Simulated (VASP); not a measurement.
# Ru (P6_3/mmc) in VASP: further runs

Ru is run at these levels: LDA; tasks: single point, relaxation of cell and atoms.

Everything below comes from runs of VASP 6.6.1. Logs are shortened: lines on timing, memory, paths and dates and some standing lists are left out, and cuts for length are marked.

### 1 The cell of the first run

Symmetry: P6_3/mmc, No. 194, hexagonal system. The conventional cell has a = 2.733 Å, b = 2.733 Å, c = 8.777 Å, α = 90.00°, β = 90.00°, γ = 120.00°. Within 3.6 Å of Ru (site symmetry -3m) lie 12 Ru at 2.70 to 2.73 Å. Ru (site symmetry -6m2) has 12 Ru at 2.70 to 2.73 Å within 3.6 Å.

### 2 Single point, LDA (14.20 Å³/atom)

INCAR reads:

```
SYSTEM = Ru
PREC = Accurate
ENCUT = 520
EDIFF = 1E-7
ISMEAR = -1
SIGMA = 0.1
LREAL = .FALSE.
LASPH = .TRUE.
NELM = 80
ALGO = Normal
ISIF = 2
LWAVE = .FALSE.
LCHARG = .FALSE.
GGA = CA
NBANDS = 36
```

KPOINTS reads:

```
Automatic mesh
0
G
  15 15 4
  0 0 0
```

POSCAR reads:

```
Ru
1.0
    2.7332592450      0.0000000000      0.0000000000
   -1.3666296225      2.3670719413      0.0000000000
    0.0000000000      0.0000000000      8.7767008785
Ru
4
Direct
    0.0000000000      0.0000000000      1.0000000000
    0.0000000000      0.0000000000      0.5000000000
    0.3333333333      0.6666666667      0.2500000000
    0.6666666667      0.3333333333      0.7500000000
```

Potentials or basis: VASP PAW LDA potentials, release 64 (Ru_pv).

On the command line:

```console
cat potpaw_LDA.64/Ru_pv/POTCAR > POTCAR
mpirun -np 1 vasp_std > vasp.out
```

OUTCAR:

```text
SYSTEM = Ru
   PREC = Accurate
   ENCUT = 520
   EDIFF = 1E-7
   ISMEAR = -1
   LREAL = .FALSE.
   LASPH = .TRUE.
   NELM = 80
   ISIF = 2
   GGA = CA

 ion  position               nearest neighbor table
   1  0.000  0.000  0.000-   3 2.70   4 2.70   4 2.70   3 2.70   4 2.70   3 2.70
   2  0.000  0.000  0.500-   3 2.70   4 2.70   4 2.70   3 2.70   4 2.70   3 2.70
   3  0.333  0.667  0.250-   1 2.70   2 2.70   1 2.70   2 2.70   1 2.70   2 2.70
   4  0.667  0.333  0.750-   1 2.70   2 2.70   1 2.70   2 2.70   1 2.70   2 2.70

  LATTYP: Found a hexagonal cell.
 ALAT       =     2.7332592450
 C/A-ratio  =     3.2110751640

  Lattice vectors:

 A1 = (   2.7332592450,   0.0000000000,   0.0000000000)
 A2 = (  -1.3666296225,   2.3670719413,   0.0000000000)
 A3 = (   0.0000000000,   0.0000000000,   8.7767008785)

Analysis of symmetry for initial positions (statically):
=====================================================================
 Subroutine PRICEL returns:
 Original cell was already a primitive cell.

 Routine SETGRP: Setting up the symmetry group for a
 hexagonal supercell.

 Subroutine GETGRP returns: Found 24 space group operations
 (whereof 12 operations were pure point group operations)
 out of a pool of 24 trial point group operations.

The static configuration has the point symmetry D_3d.
 The point group associated with its full space group is D_6h.

Analysis of symmetry for dynamics (positions and initial velocities):
=====================================================================
 Subroutine PRICEL returns:
 Original cell was already a primitive cell.

 Routine SETGRP: Setting up the symmetry group for a
 hexagonal supercell.

 Subroutine GETGRP returns: Found 24 space group operations
 (whereof 12 operations were pure point group operations)
 out of a pool of 24 trial point group operations.

The dynamic configuration has the point symmetry D_3d.
 The point group associated with its full space group is D_6h.

 Subroutine INISYM returns: Found 24 space group operations
 (whereof 12 operations are pure point group operations),
 and found     1 'primitive' translations

----------------------------------------------------------------------------------------

                                     Primitive cell

  volume of cell :      56.7837

  direct lattice vectors                    reciprocal lattice vectors
     2.733259245  0.000000000  0.000000000     0.365863575  0.211231434  0.000000000
    -1.366629623  2.367071941  0.000000000     0.000000000  0.422462868  0.000000000
     0.000000000  0.000000000  8.776700878     0.000000000  0.000000000  0.113938029

  length of vectors
     2.733259245  2.733259245  8.776700878     0.422462868  0.422462868  0.113938029

  position of ions in fractional coordinates (direct lattice)
     0.000000000  0.000000000  0.000000000
     0.000000000  0.000000000  0.500000000
     0.333333333  0.666666667  0.250000000
     0.666666667  0.333333333  0.750000000

  ion indices of the primitive-cell ions
   primitive index   ion index
                 1           1
                 2           2
                 3           3
                 4           4

----------------------------------------------------------------------------------------

 KPOINTS: Automatic mesh

Automatic generation of k-mesh.
 Grid dimensions read from file:
 generate k-points for:   15   15    4

 Generating k-lattice:

  Cartesian coordinates                     Fractional coordinates (reciprocal lattice)
     0.024390905  0.014082096  0.000000000     0.066666667 -0.000000000  0.000000000
     0.000000000  0.028164191  0.000000000     0.000000000  0.066666667  0.000000000
     0.000000000  0.000000000  0.028484507     0.000000000  0.000000000  0.250000000

  Length of vectors
     0.028164191  0.028164191  0.028484507

  Shift w.r.t. Gamma in fractional coordinates (k-lattice)
     0.000000000  0.000000000  0.000000000

 Subroutine IBZKPT returns following result:
 ===========================================

 Found     81 irreducible k-points:

 Following reciprocal coordinates:
            Coordinates               Weight
  0.000000  0.000000  0.000000      1.000000
  0.066667  0.000000  0.000000      6.000000
  0.133333  0.000000  0.000000      6.000000
  0.200000 -0.000000  0.000000      6.000000
  0.266667  0.000000  0.000000      6.000000
  0.333333  0.000000  0.000000      6.000000
[... 16 lines left out ...]
  0.333333  0.200000  0.000000     12.000000
  0.400000  0.200000  0.000000      6.000000
 [... further k-points ...]
   k-points           NKPTS =     81   k-points in BZ     NKDIM =     81   number of bands    NBANDS=     36
   number of dos      NEDOS =    301   number of ions     NIONS =      4
   total plane-waves  NPLWV =  28000
   dimension x,y,z NGX =    20 NGY =   20 NGZ =   70
   dimension x,y,z NGXF=    40 NGYF=   40 NGZF=  140
   ions per type =               4
   NGX,Y,Z   is equivalent  to a cutoff of  12.16, 12.16, 13.26 a.u.
   NGXF,Y,Z  is equivalent  to a cutoff of  24.33, 24.33, 26.52 a.u.
 SYSTEM =  Ru
   PREC   = accura    normal or accurate (medium, high low for compatibility)
   ISTART =      0    job   : 0-new  1-cont  2-samecut
   ICHARG =      2    charge: 1-file 2-atom 10-const
   ISPIN  =      1    spin polarized calculation?
   LNONCOLLINEAR =      F non collinear calculations
   LSORBIT =      F    spin-orbit coupling
   LASPH  =      T    aspherical Exc in radial PAW
   ENCUT  =  520.0 eV  38.22 Ry    6.18 a.u.   5.08  5.08 16.32*2*pi/ulx,y,z
   NELM   =     80;   NELMIN=  2; NELMDL= -5     # of ELM steps
   EDIFF  = 0.1E-06   stopping-criterion for ELM
   LREAL  =      F    real-space projection
   EDIFFG = 0.1E-05   stopping-criterion for IOM
   NSW    =      0    number of steps for IOM
   IBRION =     -1    ionic relax: 0-MD 1-quasi-New 2-CG
   NFREE  =      0    steps in history (QN), initial steepest desc. (CG)
   ISIF   =      2    stress and relaxation
   ISYM   =      2    0-nonsym 1-usesym 2-fastsym
   POTIM  = 0.5000    time-step for ionic-motion
   TEBEG  =    0.0;   TEEND  =   0.0 temperature during run
   PSTRESS=    0.0 pullay stress
   NELECT =      56.0000    total number of electrons
   NUPDOWN=      -1.0000    fix difference up-down
   EMIN   =  10.00;   EMAX   =-10.00  energy-range for DOS
   EFERMI =   0.00;   METHOD = LEGACY
   ISMEAR =    -1;   SIGMA  =   0.10  broadening in eV -4-tet -1-fermi 0-gaus
   EFERMI_NEDOS =   21; number of points for ismear=-14 and -15
   IALGO  =     38    algorithm
   IMIX   =      4    mixing-type and parameters
     AMIX     =   0.40;   BMIX     =  1.00
     AMIX_MAG =   1.60;   BMIX_MAG =  1.00
  volume/ion in A,a.u.               =      14.20        95.80
  Fermi-wavevector in a.u.,A,eV,Ry     =   1.629532  3.079370 36.128578  2.655376
  Thomas-Fermi vector in A             =   2.721983
   LORBIT       =      0    0 simple, 1 ext, 2 COOP (PROOUT), +10 PAW based schemes
   GGA     = CA    functional components
   LHFCALC =     F    Hartree Fock is set to
   AEXX    =    0.0000 exact exchange contribution
   IVDW    =     0    specifies the selected vdW correction
   LEPSILON=     F    determine dielectric tensor
   LRPA    =     F    only Hartree local field effects (RPA)
 non-spin polarized calculation
  energy-cutoff  :      520.00
  volume of cell :       56.78
 maximum number of plane-waves:      1548
   NGX = 11   NGY = 11   NGZ = 33

 number of electron      55.9999993 magnetization

 Free energy of the ion-electron system (eV)
  ---------------------------------------------------
  ext. energy  EPLUGINS =         0.00000000
  ---------------------------------------------------
  free energy    TOTEN  =       -42.20505571 eV

  energy without entropy =      -42.05829956  energy(sigma->0) =      -42.13167764

 E-fermi :  11.8723     XC(G=0): -14.1088

 val. band max:       11.8700494448   @ k =   0.3333   0.2000   0.5000
 cond. band min:      11.8793825009   @ k =   0.0667   0.0000   0.0000
 fundamental gap:      0.0093330561
 Fermi energy:        11.8723242784

 k-point     1 :       0.0000    0.0000    0.0000
  band No.  band energies     occupation
      1     -31.3672      2.00000
      2     -30.9181      2.00000
      3     -30.8653      2.00000
      4     -30.5575      2.00000
      5     -30.5575      2.00000
      6     -30.4990      2.00000
[... 28 lines left out ...]
     35      13.3201      0.00000
     36      13.3201      0.00000

 k-point     2 :       0.0667    0.0000    0.0000
  band No.  band energies     occupation
      1     -31.3540      2.00000
      2     -30.9221      2.00000
      3     -30.8710      2.00000
      4     -30.5869      2.00000
      5     -30.5672      2.00000
      6     -30.5188      2.00000
[... 28 lines left out ...]
     35      13.3418      0.00000
     36      14.5644      0.00000

 k-point     3 :       0.1333    0.0000    0.0000
  band No.  band energies     occupation
      1     -31.3156      2.00000
      2     -30.9392      2.00000
      3     -30.8944      2.00000
      4     -30.6681      2.00000
      5     -30.5941      2.00000
      6     -30.5676      2.00000
[... 28 lines left out ...]
     35      13.4030      0.00000
     36      16.0790      0.00000
[... 742 lines left out ...]
 k-point    23 :       0.3333    0.2000    0.0000
  band No.  band energies     occupation
      1     -31.2325      2.00000
      2     -31.2127      2.00000
      3     -31.0946      2.00000
      4     -31.0579      2.00000
      5     -30.9488      2.00000
      6     -30.8867      2.00000
[... 28 lines left out ...]
     35      17.5071      0.00000
     36      19.6722      0.00000

 k-point    24 :       0.4000    0.2000    0.0000
  band No.  band energies     occupation
      1     -31.2472      2.00000
      2     -31.2243      2.00000
      3     -31.0942      2.00000
      4     -31.0824      2.00000
      5     -30.9215      2.00000
      6     -30.8905      2.00000
[... 28 lines left out ...]
     35      18.1954      0.00000
     36      18.6185      0.00000

 [... further k-points ...]

------------------------ aborting loop because EDIFF is reached ----------------------------------------

  FORCE on cell =-STRESS in cart. coord.  units (eV):
  Direction    XX          YY          ZZ          XY          YZ          ZX
  --------------------------------------------------------------------------------------
  -------------------------------------------------------------------------------------
  Total       -8.0272340     -8.0272340     -7.8943471     -0.0000000      0.0000000      0.0000000
  in kB     -226.4920295   -226.4920295   -222.7425660     -0.0000000      0.0000000      0.0000000
  external PRESSURE =    -225.2422084 kB  Pullay stress =       0.0000000 kB

 VOLUME and BASIS-vectors are now :
 -----------------------------------------------------------------------------
  energy-cutoff  :      520.00
  volume of cell :       56.78
      direct lattice vectors                 reciprocal lattice vectors
     2.733259245  0.000000000  0.000000000     0.365863575  0.211231434  0.000000000
    -1.366629623  2.367071941  0.000000000     0.000000000  0.422462868  0.000000000
     0.000000000  0.000000000  8.776700878     0.000000000  0.000000000  0.113938029

 POSITION                                       TOTAL-FORCE (eV/Angst)
 -----------------------------------------------------------------------------------
      0.00000      0.00000      0.00000         0.000000      0.000000     -0.000000
      0.00000      0.00000      4.38835        -0.000000      0.000000     -0.000000
     -0.00000      1.57805      2.19418        -0.000000      0.000000     -0.000000
      1.36663      0.78902      6.58253         0.000000      0.000000      0.000000
 -----------------------------------------------------------------------------------
    total drift:                                0.000000     -0.000000      0.000000

  FREE ENERGIE OF THE ION-ELECTRON SYSTEM (eV)
  ---------------------------------------------------
  free  energy   TOTEN  =       -42.2050557133 eV

  energy  without entropy=      -42.0582995576  energy(sigma->0) =      -42.13167764
```

It took 53 s on 1 thread of Intel Xeon 6975P-C (Granite Rapids), shared host; peak memory 0.23 GiB.

What came out:

| Quantity | Value |
| --- | --- |
| Free energy | -42.2051 eV |
| Pressure | -22.5 GPa |
| Band gap on the k mesh | zero (bands 28 and 29 overlap by 2.63 eV) |

Caveat: the cell stands under tension.

### 3 Single point, LDA (14.72 Å³/atom)

This run uses another cell than the first one, of 14.72 Å³/atom.

INCAR reads:

```
PREC = Accurate
ENCUT = 520
EDIFF = 1E-7
ISMEAR = -1
SIGMA = 0.1
LREAL = False
LASPH = True
NELM = 80
ALGO = Normal
ISIF = 2
LWAVE = False
LCHARG = False
GGA = CA
NBANDS = 36
```

KPOINTS reads:

```
Automatic mesh
0
Gamma
  15 15 4
```

POSCAR reads:

```
Ru
1.0
    2.7665949602      0.0000000000      0.0000000000
   -1.3832974801      2.3959415175      0.0000000000
    0.0000000000      0.0000000000      8.8837443657
Ru
4
Direct
    0.0000000000      0.0000000000      1.0000000000
    0.0000000000      0.0000000000      0.5000000000
    0.3333333333      0.6666666667      0.2500000000
    0.6666666667      0.3333333333      0.7500000000
```

Potentials or basis: VASP PAW LDA potentials, release 64 (Ru_pv).

On the command line:

```console
cat potpaw_LDA.64/Ru_pv/POTCAR > POTCAR
mpirun -np 1 vasp_std > vasp.out
```

It took 58 s on 1 thread of Intel Xeon 6975P-C (Granite Rapids), shared host; peak memory 0.24 GiB.

It converged, with:

| Property | Result |
| --- | --- |
| Free energy | -41.8559 eV |
| Pressure | -30.6 GPa |
| Band gap on the k mesh | zero (bands 28 and 29 overlap by 2.48 eV) |

Levels at points of the mesh, in eV from the Fermi level:
| k point | band 25 | band 26 | band 27 | band 28 | band 29 | band 30 | band 31 | band 32 |
| --- | --- | --- | --- | --- | --- | --- | --- | --- |
| (0.00, 0.00, 0.00) | -1.99 | -1.90 | -1.90 | -0.73 | -0.73 | -0.08 | -0.08 | 0.50 |
| (0.00, 0.00, 0.50) | -2.17 | -2.17 | -0.63 | -0.63 | -0.36 | -0.36 | -0.36 | -0.36 |

Caveat: the cell stands under tension.

### 4 Single point, LDA

This run uses another cell than the first one, of 13.14 Å³/atom.

INCAR reads:

```
SYSTEM = Ru
PREC = Accurate
ENCUT = 520
EDIFF = 1E-6
ISMEAR = -1
SIGMA = 0.1
LREAL = .False.
LASPH = .True.
NELM = 60
ALGO = Normal
ISIF = 2
LWAVE = .False.
LCHARG = .False.
GGA = CA
NBANDS = 36
```

KPOINTS reads:

```
Automatic mesh
0
Gamma
  18 18 5
  0 0 0
```

POSCAR reads:

```
Ru
1.0
    2.6640328385      0.0000000000      0.0000000000
   -1.3320164193      2.3071201147      0.0000000000
    0.0000000000      0.0000000000      8.5544096839
Ru
4
Direct
    0.0000000000      0.0000000000      1.0000000000
    0.0000000000      0.0000000000      0.5000000000
    0.3333333333      0.6666666667      0.2500000000
    0.6666666667      0.3333333333      0.7500000000
```

On the command line:

```console
cat potpaw_LDA.64/Ru_pv/POTCAR > POTCAR
mpirun -np 1 vasp_std > vasp.out
```

Wall time 65 s (1 thread of Intel Xeon 6975P-C (Granite Rapids), shared host); peak memory 0.25 GiB.

It converged, with:

```
Free energy            : -42.5049 eV
Pressure               : 0.8 GPa
Band gap on the k mesh : zero (bands 28 and 29 overlap by 3.14 eV)
```

Stress tensor (GPa, compression positive):
```
0.46 0.00 0.00
0.00 0.46 0.00
0.00 0.00 1.58
```

Levels at points of the mesh, in eV from the Fermi level:
```
           k point  band 25  band 26  band 27  band 28  band 29  band 30  band 31  band 32
(0.00, 0.00, 0.00)    -2.35    -2.25    -2.25    -0.85    -0.85    -0.09    -0.09     0.63
(0.50, 0.00, 0.00)    -0.98     1.60     1.69     1.72     1.86     1.87     2.08     2.18
```

[end of part 1 of 2]
